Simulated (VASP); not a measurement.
# Ir (Fm-3m) in VASP: notebook, part 2 of 2

VASP 6.6.1. The steps go on from the part before.

### 3 Relaxation of cell and atoms, PBE, target pressure 50 GPa, at which the enthalpy is minimised

This run uses another cell than the first one, of 12.95 Å³/atom, 1.058 times its volume.

INCAR

```
ALGO = Fast
EDIFF = 1E-6
EDIFFG = -0.008
ENCUT = 600
GGA = PE
IBRION = 2
ISIF = 3
ISMEAR = 0
LASPH = T
LCHARG = F
LREAL = F
LWAVE = F
NELM = 100
NSW = 70
PREC = Accurate
PSTRESS = 500.0
SIGMA = 0.1
```

KPOINTS

```
k-points
0
Gamma
  18 18 18
```

POSCAR

```
Ir
1.0
    0.0000000000      1.8639646941      1.8639646941
    1.8639646941      0.0000000000      1.8639646941
    1.8639646941      1.8639646941      0.0000000000
Ir
1
Direct
    0.0000000000      0.0000000000      0.0000000000
```

Potentials or basis: VASP PAW PBE potentials, release 64 (Ir).

On the command line:

```console
$ cat potpaw_PBE.64/Ir/POTCAR > POTCAR
$ mpirun -np 1 vasp_std > vasp.out
```

Run time: 1.7 min. Hardware: 1 thread of AMD EPYC 7R43 (Zen 3), shared host; peak memory 0.14 GiB.

It converged, with:

* Free energy: -8.6460 eV
* Relaxed volume: 13.03 Å³/atom
* Relaxed cell: a = 2.641 Å, b = 2.641 Å, c = 2.641 Å, α = 60.00°, β = 60.00°, γ = 60.00°
* Space group after relaxing (to 0.05 Å): Fm-3m (No. 225)
* Energy change on relaxing (the enthalpy is what falls): -25.0 meV/atom
* Ionic steps: 3
* Pressure after relaxing: 50.0 GPa

The path:
```
step  energy change (eV)  largest force (eV/Å)  pressure (GPa)  volume (Å³)
   1              0.0000                0.0000           53.54        12.95
   2             -0.1415                0.0000           30.84        13.50
   3             -0.0250                0.0000           49.95        13.03
```

Final structure:
```cif
data_structure
_symmetry_space_group_name_H-M 'P 1'
_symmetry_Int_Tables_number 1
_cell_length_a 2.6413
_cell_length_b 2.6413
_cell_length_c 2.6413
_cell_angle_alpha 60.000
_cell_angle_beta 60.000
_cell_angle_gamma 60.000
_cell_volume 13.03
loop_
_atom_site_label
_atom_site_type_symbol
_atom_site_fract_x
_atom_site_fract_y
_atom_site_fract_z
_atom_site_occupancy
Ir1 Ir 0.00000 0.00000 0.00000 1
```

Levels at points of the mesh, in eV from the Fermi level:
```
           k point  band 2  band 3  band 4  band 5  band 6  band 7
(0.00, 0.00, 0.00)   -4.45   -4.45   -4.45   -1.39   -1.39   14.07
(0.50, 0.00, 0.00)   -4.59   -4.59   -1.01    1.01    1.01    8.12
(0.50, 0.50, 0.00)   -8.34    0.98    1.67    1.68    1.68   11.67
```

Caveat: the cell is relaxed towards a set pressure, so the enthalpy falls and the energy may rise; spin-orbit coupling is left out, which moves the levels of the heavy elements.

### 4 Relaxation of cell and atoms, PBE, target pressure 25 GPa, at which the enthalpy is minimised

This run uses another cell than the first one, of 13.61 Å³/atom, 1.112 times its volume.

INCAR

```
PREC = Accurate
ENCUT = 600
EDIFF = 1E-6
ISMEAR = 0
SIGMA = 0.1
LREAL = False
LASPH = True
NELM = 60
ALGO = Fast
ISIF = 3
LWAVE = False
LCHARG = False
GGA = PE
IBRION = 2
NSW = 70
EDIFFG = -0.008
PSTRESS = 250.0
```

KPOINTS

```
Automatic mesh
0
Gamma
  18 18 18
```

POSCAR

```
Ir
1.0
    0.0000000000      1.8949433804      1.8949433804
    1.8949433804      0.0000000000      1.8949433804
    1.8949433804      1.8949433804      0.0000000000
Ir
1
Direct
    0.0000000000      0.0000000000      0.0000000000
```

On the command line:

```console
$ cat potpaw_PBE.64/Ir/POTCAR > POTCAR
$ mpirun -np 1 vasp_std > vasp.out
```

Wall time 2.1 min (1 thread of AMD EPYC 7R43 (Zen 3), shared host); peak memory 0.14 GiB.

The run converged. Its results:

```yaml
Free_energy: -8.7911 eV
Relaxed_volume: 13.66 Å³/atom
Relaxed_cell: a = 2.683 Å, b = 2.683 Å, c = 2.683 Å, α = 60.00°, β = 60.00°, γ = 60.00°
Space_group_after_relaxing_to_0.05_Å: Fm-3m (No. 225)
Energy_change_on_relaxing_the_enthalpy_is_what_falls: -8.4 meV/atom
Ionic_steps: 4
Pressure_after_relaxing: 25.0 GPa
```

Step by step:
| step | energy change (eV) | largest force (eV/Å) | pressure (GPa) | volume (Å³) |
| --- | --- | --- | --- | --- |
| 1 | 0.0000 | 0.0000 | 27.18 | 13.61 |
| 2 | -0.0473 | 0.0000 | 14.71 | 13.98 |
| 3 | -0.0090 | 0.0000 | 24.82 | 13.66 |
| 4 | -0.0084 | 0.0000 | 24.98 | 13.66 |

Final structure:
```xyz
1
Lattice="0.0000 1.8973 1.8973 1.8973 0.0000 1.8973 1.8973 1.8973 0.0000" Properties=species:S:1:pos:R:3 pbc="T T T"
Ir    0.0000    0.0000    0.0000
```

Levels at points of the mesh, in eV from the Fermi level:
| k point | band 2 | band 3 | band 4 | band 5 | band 6 | band 7 |
| --- | --- | --- | --- | --- | --- | --- |
| (0.00, 0.00, 0.00) | -4.14 | -4.14 | -4.14 | -1.30 | -1.30 | 14.21 |
| (0.50, 0.00, 0.00) | -4.26 | -4.26 | -0.89 | 0.92 | 0.92 | 7.59 |
| (0.50, 0.50, 0.00) | -7.78 | 0.89 | 1.54 | 1.54 | 1.66 | 10.97 |

Caveat: the cell is relaxed towards a set pressure, so the enthalpy falls and the energy may rise; spin-orbit coupling is left out, which moves the levels of the heavy elements.

### 5 Relaxation of cell and atoms, PBE, target pressure 12 GPa, at which the enthalpy is minimised

This run uses another cell than the first one, of 14.03 Å³/atom, 1.147 times its volume.

INCAR

```
SYSTEM = Ir
PREC = Accurate ; ENCUT = 600
EDIFF = 1E-6 ; ISMEAR = 0
SIGMA = 0.1 ; LREAL = .FALSE.
LASPH = .TRUE. ; NELM = 60
ALGO = Normal ; ISIF = 3
LWAVE = .FALSE. ; LCHARG = .FALSE.
GGA = PE ; IBRION = 2
NSW = 70 ; EDIFFG = -0.008
PSTRESS = 120.0
```

KPOINTS

```
regular mesh
0
G
  18 18 18
  0 0 0
```

POSCAR

```
Ir
1.0
    0.0000000000      1.9144928505      1.9144928505
    1.9144928505      0.0000000000      1.9144928505
    1.9144928505      1.9144928505      0.0000000000
Ir
1
Direct
    0.0000000000      0.0000000000      0.0000000000
```

On the command line:

```console
$ cat potpaw_PBE.64/Ir/POTCAR > POTCAR
$ mpirun -np 1 vasp_std > vasp.out
```

Wall time 64 s (1 thread of AMD EPYC 7R43 (Zen 3), shared host); peak memory 0.14 GiB.

The run converged. Its results:

```yaml
Free_energy: -8.8376 eV
Relaxed_volume: 14.07 Å³/atom
Relaxed_cell: a = 2.710 Å, b = 2.710 Å, c = 2.710 Å, α = 60.00°, β = 60.00°, γ = 60.00°
Space_group_after_relaxing_to_0.05_Å: Fm-3m (No. 225)
Energy_change_on_relaxing_the_enthalpy_is_what_falls: -2.6 meV/atom
Ionic_steps: 3
Pressure_after_relaxing: 12.0 GPa
```

The path:
```tsv
step	energy change (eV)	largest force (eV/Å)	pressure (GPa)	volume (Å³)
1	0.0000	0.0000	13.00	14.03
2	-0.0116	0.0000	7.90	14.21
3	-0.0026	0.0000	11.99	14.07
```

Final structure:
```xyz
1
Lattice="0.0000 1.9160 1.9160 1.9160 0.0000 1.9160 1.9160 1.9160 0.0000" Properties=species:S:1:pos:R:3 pbc="T T T"
Ir    0.0000    0.0000    0.0000
```

Levels at points of the mesh, in eV from the Fermi level:
| k point | band 2 | band 3 | band 4 | band 5 | band 6 | band 7 |
| --- | --- | --- | --- | --- | --- | --- |
| (0.00, 0.00, 0.00) | -3.96 | -3.96 | -3.96 | -1.24 | -1.24 | 14.28 |
| (0.50, 0.00, 0.00) | -4.06 | -4.06 | -0.81 | 0.87 | 0.87 | 7.29 |
| (0.50, 0.50, 0.00) | -7.44 | 0.84 | 1.46 | 1.46 | 1.66 | 10.55 |

Caveat: the cell is relaxed towards a set pressure, so the enthalpy falls and the energy may rise; spin-orbit coupling is left out, which moves the levels of the heavy elements.

### 6 Relaxation of cell and atoms, PBE, target pressure 1 GPa, at which the enthalpy is minimised

This run uses another cell than the first one, of 14.35 Å³/atom, 1.173 times its volume.

INCAR

```
PREC = Accurate
ENCUT = 600
EDIFF = 1E-6
ISMEAR = 0
SIGMA = 0.1
LREAL = F
LASPH = T
NELM = 80
ALGO = Normal
ISIF = 3
LWAVE = F
LCHARG = F
GGA = PE
IBRION = 2
NSW = 70
EDIFFG = -0.008
PSTRESS = 10.0
```

KPOINTS

```
regular mesh
0
Gamma
  18 18 18
```

POSCAR

```
Ir
1.0
    0.0000000000      1.9288993514      1.9288993514
    1.9288993514      0.0000000000      1.9288993514
    1.9288993514      1.9288993514      0.0000000000
Ir
1
Direct
    0.0000000000      0.0000000000      0.0000000000
```

Potentials or basis: VASP PAW PBE potentials, release 64 (Ir).

On the command line:

```console
$ cat potpaw_PBE.64/Ir/POTCAR > POTCAR
$ mpirun -np 1 vasp_std > vasp.out
```

It took 72 s on 1 thread of AMD EPYC 7R43 (Zen 3), shared host; peak memory 0.15 GiB.

The run converged. Its results:

```yaml
Free_energy: -8.8539 eV
Relaxed_volume: 14.48 Å³/atom
Relaxed_cell: a = 2.736 Å, b = 2.736 Å, c = 2.736 Å, α = 60.00°, β = 60.00°, γ = 60.00°
Space_group_after_relaxing_to_0.05_Å: Fm-3m (No. 225)
Energy_change_on_relaxing_the_enthalpy_is_what_falls: -2.0 meV/atom
Ionic_steps: 3
Pressure_after_relaxing: 1.0 GPa
```

Step by step:
```tsv
step	energy change (eV)	largest force (eV/Å)	pressure (GPa)	volume (Å³)
1	0.0000	0.0000	4.18	14.35
2	0.0111	0.0000	-9.50	14.95
3	-0.0020	0.0000	0.97	14.48
```

Final structure:
```
CELL_PARAMETERS angstrom
0.00000 1.93460 1.93460
1.93460 0.00000 1.93460
1.93460 1.93460 0.00000
ATOMIC_POSITIONS crystal
Ir 0.00000 0.00000 0.00000
```

Levels at points of the mesh, in eV from the Fermi level:
```csv
k point,band 1,band 2,band 3,band 4,band 5,band 6,band 7,band 8
"(0.00, 0.00, 0.00)",-10.90,-3.78,-3.78,-3.78,-1.19,-1.19,14.34,19.79
"(0.50, 0.00, 0.00)",-7.89,-3.88,-3.88,-0.73,0.82,0.82,7.00,13.88
"(0.50, 0.50, 0.00)",-7.68,-7.12,0.79,1.38,1.38,1.67,10.16,11.57
```

Caveat: the cell is relaxed towards a set pressure, so the enthalpy falls and the energy may rise; spin-orbit coupling is left out, which moves the levels of the heavy elements.

### 7 Summary

| task | cell | k mesh | cutoff (eV) | gap on the mesh (eV) | pressure (GPa) |
| --- | --- | --- | --- | --- | --- |
| single point | a = 2.587 Å, angles 60.0°, 1 atom | 20 × 20 × 20 | 520 | none | 91.9 |
| relaxation of cell and atoms | relaxed to 50 GPa from a = 2.636 Å, angles 60.0°, 1 atom | 18 × 18 × 18 | 600 | none | 50.0 |
| relaxation of cell and atoms | relaxed to 25 GPa from a = 2.680 Å, angles 60.0°, 1 atom | 18 × 18 × 18 | 600 | none | 25.0 |
| relaxation of cell and atoms | relaxed to 12 GPa from a = 2.708 Å, angles 60.0°, 1 atom | 18 × 18 × 18 | 600 | none | 12.0 |
| relaxation of cell and atoms | relaxed to 1 GPa from a = 2.728 Å, angles 60.0°, 1 atom | 18 × 18 × 18 | 600 | none | 1.0 |

Alike in all rows: level PBE; potentials or basis VASP PAW PBE potentials, release 64 (Ir); no spin polarisation; smearing gaussian 0.1 eV.

Caveats: spin-orbit coupling is left out, which moves the levels of the heavy elements; the cell is relaxed towards a set pressure, so the enthalpy falls and the energy may rise (some runs).

Absolute energies hang on the potentials; compare differences alone.
